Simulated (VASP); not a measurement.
Wanted: the native input for a VASP 6.6.1 run.

```yaml
Task: single point
Functional: r2SCAN
Potentials_or_basis: VASP PAW PBE potentials, release 64 (Ba_sv, Ti_sv, O)
Cutoff: 520 eV
k_mesh: 6 × 6 × 6
Occupations: gaussian, width 0.05 eV
Spin: no spin polarisation
Hubbard_terms: Ti d U = 4.0 eV
Dipole_correction: no
Further_INCAR_settings: ALGO = Normal; EDIFF = 1e-06; NBANDS = 28
```

BaTiO3:

```
CELL_PARAMETERS angstrom
3.99514 0.00000 0.00000
0.00000 2.84248 2.84801
0.00000 -2.84248 2.84801
ATOMIC_POSITIONS crystal
Ba 0.00000 0.00441 0.00441
Ti 0.50000 0.51358 0.51358
O 0.00000 0.45514 0.53429
O 0.50000 0.49543 0.98809
O 0.50000 0.98809 0.49543
```

This cell differs from its parent crystal: atom 3 (O) moved by (-0.225, +0.000) A along y and z.

The input as run:

POSCAR

```
BaTiO3
1.0
    3.9951440287      0.0000000000      0.0000000000
    0.0000000000      2.8424767306      2.8480072403
    0.0000000000     -2.8424767306      2.8480072403
Ba Ti O
1 1 3
Direct
    0.0000000000      0.0044061011      0.0044061011
    0.5000000000      0.5135753575      0.5135753575
    0.0000000000      0.4551352409      0.5342915617
    0.5000000000      0.4954342957      0.9880908444
    0.5000000000      0.9880908444      0.4954342957
```

INCAR.step1

```
SYSTEM = BaTiO3
ALGO = Normal
EDIFF = 1E-4
ENCUT = 520
GGA = PE
ISMEAR = 0
LASPH = .TRUE.
LCHARG = .FALSE.
LDAU = .TRUE.
LDAUJ = 0 0 0
LDAUL = -1 2 -1
LDAUTYPE = 2
LDAUU = 0 4 0
LMAXMIX = 4
LREAL = .FALSE.
LWAVE = .TRUE.
NBANDS = 28
NELM = 150
PREC = Accurate
SIGMA = 0.05
```

INCAR.step2

```
SYSTEM = BaTiO3
ALGO = Normal
EDIFF = 1E-6
ENCUT = 520
ISIF = 2
ISMEAR = 0
ISTART = 1
LASPH = .TRUE.
LCHARG = .FALSE.
LDAU = .TRUE.
LDAUJ = 0 0 0
LDAUL = -1 2 -1
LDAUPRINT = 1
LDAUTYPE = 2
LDAUU = 0 4 0
LMAXMIX = 4
LMIXTAU = .TRUE.
LREAL = .FALSE.
LWAVE = .FALSE.
METAGGA = R2SCAN
NBANDS = 28
NELM = 150
PREC = Accurate
SIGMA = 0.05
```

KPOINTS

```
k-points
0
G
  6 6 6
  0 0 0
```

Potentials or basis: VASP PAW PBE potentials, release 64 (Ba_sv, Ti_sv, O).

The run is started by

```console
$ cat potpaw_PBE.64/Ba_sv/POTCAR potpaw_PBE.64/Ti_sv/POTCAR potpaw_PBE.64/O/POTCAR > POTCAR
$ cp INCAR.step1 INCAR
$ mpirun -np 1 vasp_std > vasp.out
$ cp INCAR.step2 INCAR
$ mpirun -np 1 vasp_std > vasp.out
```

It gave:

```json
{
 "Pressure": "4.1 GPa",
 "Largest force": "1.438 eV/Å",
 "Band gap on the k mesh": "2.73 eV (least direct gap 3.07 eV)"
}
```

Caveat: the cell differs from its parent crystal (atom 3 (O) moved by (-0.225, +0.000) A along y and z); the cell stands under pressure; the PAW data sets were made with another functional, which shifts forces and pressure a little; spin-orbit coupling is left out, which moves the levels of the heavy elements.

It took 3.5 min on 1 thread of Intel(R) Xeon(R) 6975P-C (Granite Rapids), with other jobs on the host, peak memory 0.27 GiB.
